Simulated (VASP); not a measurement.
Runs of VASP 6.6.1 on PbO2 (fluorite type). The structure is that of space group Fm-3m (No. 225), or close to it. The cells are those of the table. 

```csv
level,cell,k mesh,smearing,gap on the mesh (eV),pressure (GPa)
r2SCAN,"a = 3.839 Å, angles 60.0°, 3 atoms",11 × 11 × 11,fermi-dirac 0.1 eV,none,-7.6
r2SCAN,"a = 3.721 Å, angles 60.0°, 3 atoms",11 × 11 × 11,fermi-dirac 0.1 eV,none,(a)
r2SCAN,"a = 3.876 Å, angles 60.0°, 3 atoms",11 × 11 × 11,fermi-dirac 0.1 eV,none,-10.8
r2SCAN,"a = 3.761 Å, angles 60.0°, 3 atoms",11 × 11 × 11,fermi-dirac 0.1 eV,none,1.2
PBE,"a = 3.876 Å, angles 60.0°, 3 atoms",35 × 35 × 35,fermi-dirac 0.0612256 eV,none,-4.7
PBE,"a = 3.901 Å, angles 60.0°, 3 atoms",35 × 35 × 35,fermi-dirac 0.0612256 eV,none,(b)
r2SCAN,"a = 3.800 Å, angles 60.0°, 3 atoms",11 × 11 × 11,fermi-dirac 0.1 eV,none,-3.6
```

Alike in all rows: task single point; potentials or basis VASP PAW PBE potentials, release 64 (Pb_d, O); no spin polarisation; cutoff (eV) 520.

Question: Fill in the values left out.

Answer: (a) 7.0; (b) -6.6.

Caveats: spin-orbit coupling is left out, which moves the levels of the heavy elements; the cell stands under tension (at least some runs); the PAW data sets were made with another functional, which shifts forces and pressure a little (at least some runs); the cell stands under pressure (at least some runs).

A k mesh can miss the band edges, and the runs leave out spin-orbit coupling on Pb.

A gap of «none» marks levels without a gap at the run's occupations.
